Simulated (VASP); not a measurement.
Wanted: the native input for a VASP 6.6.1 run.

```yaml
Task: single point
Functional: PBE
Potentials_or_basis: VASP PAW PBE potentials, release 64 (Te, Pb_d, Se)
Cutoff: 500 eV
k_mesh: 6 × 6 × 6
Occupations: gaussian, width 0.01 eV
Spin: no spin polarisation
Dipole_correction: no
Further_INCAR_settings: ALGO = Normal; EDIFF = 1e-06; NBANDS = 50
```

The structure of Te3Pb4Se lies in POSCAR:

```
Te3Pb4Se
1.0
    6.4925746321      0.0000000000      0.0000000000
    0.0000000000      6.4925746321      0.0000000000
    0.0000000000      0.0000000000      6.4925746321
Te Pb Se
3 4 1
Direct
    0.5000000000      0.0000000000      0.0000000000
    0.0000000000      0.0000000000      0.5000000000
    0.0000000000      0.5000000000      0.0000000000
    0.0000000000      0.5000000000      0.5000000000
    0.5000000000      0.5000000000      0.0000000000
    0.0000000000      0.0000000000      0.0000000000
    0.5000000000      0.0000000000      0.5000000000
    0.5000000000      0.5000000000      0.5000000000
```

These files were run (other wordings do the same):

INCAR

```
SYSTEM = Te3Pb4Se
PREC     = Accurate       ! precision mode
ENCUT    = 500            ! plane-wave cutoff, eV
EDIFF    = 1E-6           ! SCF threshold, eV
ISMEAR   = 0              ! smearing method
SIGMA    = 0.01           ! smearing width, eV
LREAL    = .False.        ! projectors in reciprocal space
LASPH    = .True.         ! aspherical terms in the spheres
NELM     = 120            ! most SCF steps
ALGO     = Normal         ! electronic algorithm
ISIF     = 2              ! what is computed and relaxed
LWAVE    = .False.        ! write WAVECAR
LCHARG   = .False.        ! write CHGCAR
GGA      = PE             ! functional
NBANDS   = 50             ! bands
GGA_COMPAT= .False.
```

KPOINTS

```
Automatic mesh
0
Gamma
  6 6 6
  0 0 0
```

Potentials or basis: VASP PAW PBE potentials, release 64 (Te, Pb_d, Se).

Command:

```console
$ cat potpaw_PBE.64/Te/POTCAR potpaw_PBE.64/Pb_d/POTCAR potpaw_PBE.64/Se/POTCAR > POTCAR
$ mpirun -np 1 vasp_std > vasp.out
```

Results of the run:

The pressure is 0.0 GPa and the band gap on the k mesh is 0.21 eV.

Caveat: spin-orbit coupling is left out, which moves the levels of the heavy elements.

Run time: 6.9 min on 1 thread of Oxide Virtual Turin-like Processor (shared host), peak memory 0.44 GiB.
